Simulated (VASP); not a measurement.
Set up this calculation in VASP 6.6.1, as the native input.

| Quantity | Value |
| --- | --- |
| Task | single point |
| Functional | LDA |
| Potentials or basis | VASP PAW LDA potentials, release 64 (Cd, S) |
| Cutoff | 520 eV |
| k mesh | 6 × 6 × 4 |
| Occupations | gaussian, width 0.01 eV |
| Spin | no spin polarisation |
| Dipole correction | no |
| Further INCAR settings | ALGO = Normal; EDIFF = 1e-06; NBANDS = 26 |

The structure of CdS lies in POSCAR:

```
CdS
1.0
    3.9149901870      0.0000000000      0.0000000000
   -1.9574950935      3.3904809575      0.0000000000
    0.0000000000      0.0000000000      6.4140523839
Cd S
2 2
Direct
    0.3333333333      0.6666666667      0.0003941765
    0.6666666667      0.3333333333      0.5003941765
    0.3333333333      0.6666666667      0.3746058235
    0.6666666667      0.3333333333      0.8746058235
```

The input as run:

INCAR

```
PREC     = Accurate       # precision mode
ENCUT    = 520            # plane-wave cutoff, eV
EDIFF    = 1E-6           # SCF threshold, eV
ISMEAR   = 0              # smearing method
SIGMA    = 0.01           # smearing width, eV
LREAL    = F              # projectors in reciprocal space
LASPH    = T              # aspherical terms in the spheres
NELM     = 100            # most SCF steps
ALGO     = Normal         # electronic algorithm
ISIF     = 2              # what is computed and relaxed
LWAVE    = F              # write WAVECAR
LCHARG   = F              # write CHGCAR
NBANDS   = 26             # bands
```

KPOINTS

```
regular mesh
0
Gamma
  6 6 4
```

Potentials or basis: VASP PAW LDA potentials, release 64 (Cd, S).

The run is started by

```bash
$ cat potpaw_LDA.64/Cd/POTCAR potpaw_LDA.64/S/POTCAR > POTCAR
$ mpirun -np 1 vasp_std > vasp.out
```

It gave:

| Item | Value |
| --- | --- |
| Pressure | 10.9 GPa |
| Band gap on the k mesh | 1.29 eV |

Caveat: the cell stands under pressure.

It took 35 s on 1 thread of Intel Xeon 8259CL, with other jobs on the host, peak memory 0.18 GiB.
